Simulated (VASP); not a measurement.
Here is a VASP 6.6.1 calculation.

The input INCAR:

```
PREC = Accurate
ENCUT = 520
EDIFF = 1E-6
ISMEAR = 0
SIGMA = 0.1
LREAL = False
LASPH = True
NELM = 80
ALGO = Fast
ISIF = 2
LWAVE = False
LCHARG = False
GGA = PS
NBANDS = 20
```

Contents of KPOINTS:

```
Automatic mesh
0
Gamma
  9 9 10
```

File POSCAR:

```
K
1.0
    7.4344047454      0.0000000000      0.0000000000
   -3.7172023727      6.4383833716      0.0000000000
    0.0000000000      0.0000000000      4.4839149077
K
3
Direct
    0.0000000000      0.0000000000      0.0000000000
    0.3333333333      0.6666666667      0.5000000000
    0.6666666667      0.3333333333      0.5000000000
```

Potentials or basis: VASP PAW PBE potentials, release 64 (K_sv).

Launch:

```sh
$ cat potpaw_PBE.64/K_sv/POTCAR > POTCAR
$ mpirun -np 1 vasp_std > vasp.out
```

**Question.** What does it give for the pressure?

**Answer.** 0.0 GPa.

**Question.** Predict the band gap on the k mesh.

**Answer.** Zero (an odd number of electrons rules out a gap without spin polarisation).

Caveat: the PAW data sets were made with another functional, which shifts forces and pressure a little.
